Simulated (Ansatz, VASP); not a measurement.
**CaO: VASP beside Ansatz**

```
Ca O
1.0
     0.00000    2.48578    2.39755
     2.39755    0.00000    2.39755
     2.39755    2.48578    0.00000
Ca O
1 1
Cartesian
  0.0000 0.0000 0.0000
  2.3975 2.4858 2.3975
```

Change from the starting cell: uniaxial_y strain +3.7%.

Alike in both runs: task single point; functional r2SCAN; k mesh 10 × 10 × 10; no spin polarisation.

|  | VASP | Ansatz |
| --- | --- | --- |
| version | VASP 6.6.1 | Ansatz 0.2.0 |
| potentials or method | VASP PAW PBE potentials, release 64 (Ca_sv, O) | plane waves, PAW |
| plane-wave cutoff (eV) | 520 | 500 |
| occupations | gaussian, width 0.01 eV | fixed |
| valence electrons in the cell | 16 | 16 |

```tsv
	VASP	Ansatz	Ansatz less VASP
gap on the k mesh at the Fermi level (eV)	4.14	4.15	+0.012
pressure (GPa)	-2.7	-3.6	-0.93
traceless stress, the component that is largest in VASP (GPa)	-3.41	-3.16	+0.255
```

VASP's potentials were made for PBE, not for r2SCAN.
